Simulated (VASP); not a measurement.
Set up this calculation in VASP 6.6.1, as the native input.

```yaml
Task: single point
Functional: PBE
Potentials_or_basis: VASP PAW PBE potentials, release 64 (Cd, Cu, O)
Cutoff: 520 eV
k_mesh: 5 × 5 × 2
Occupations: gaussian, width 0.2 eV
Spin: collinear spin, ferromagnetic start
Starting_moments: "[0.0, 0.0, 0.0, 1.0, 0.0] μB"
Dipole_correction: no
Further_INCAR_settings: ALGO = Normal; EDIFF = 1e-07; NBANDS = 38
```

The structure of Cd3CuO lies in POSCAR:

```
Cd3CuO
1.0
    3.2817113359      0.0000000000      0.0000000000
    0.0000000000      3.2817113359      0.0000000000
    0.0000000000      0.0000000000      8.0716031201
Cd Cu O
3 1 1
Direct
    0.5000000000      0.5000000000      0.6886987301
    0.5000000000      0.5000000000      0.3113012699
    0.0000000000      0.0000000000      0.0000000000
    0.0000000000      0.0000000000      0.5000000000
    0.5000000000      0.5000000000      0.0000000000
```

These files were run (other wordings do the same):

INCAR

```
SYSTEM = Cd3CuO
ALGO     = Normal         ! electronic algorithm
EDIFF    = 1E-7           ! SCF threshold, eV
ENCUT    = 520            ! plane-wave cutoff, eV
GGA      = PE             ! functional
ISIF     = 2              ! what is computed and relaxed
ISMEAR   = 0              ! smearing method
ISPIN    = 2              ! spin polarisation
LASPH    = .TRUE.         ! aspherical terms in the spheres
LCHARG   = .TRUE.         ! write CHGCAR
LELF     = .TRUE.         ! ELF
LMAXMIX  = 4              ! l up to which the mixer works
LORBIT   = 11             ! projections on sites
LREAL    = .FALSE.        ! projectors in reciprocal space
LVHAR    = .TRUE.       
LWAVE    = .FALSE.        ! write WAVECAR
MAGMOM   = 0 0 0 1 0      ! initial moments
NBANDS   = 38             ! bands
NELM     = 150            ! most SCF steps
PREC     = Accurate       ! precision mode
SIGMA    = 0.2            ! smearing width, eV
```

KPOINTS

```
k-points
0
G
  5 5 2
  0 0 0
```

Potentials or basis: VASP PAW PBE potentials, release 64 (Cd, Cu, O).

The run is started by

```sh
$ cat potpaw_PBE.64/Cd/POTCAR potpaw_PBE.64/Cu/POTCAR potpaw_PBE.64/O/POTCAR > POTCAR
$ mpirun -np 1 vasp_std > vasp.out
```

It gave:

The pressure is 0.6 GPa, the largest force is 0.004 eV/Å and the net moment is 0.00 μB per cell. The valence electrons inside the program's atomic spheres are Cd 10.30, 10.22; Cu 9.88; O 4.91.

Caveat: the k points lie up to 0.39 Å⁻¹ apart.

It took 57 s on 1 thread of Intel Xeon 6975P-C, with other jobs on the host, peak memory 0.24 GiB.
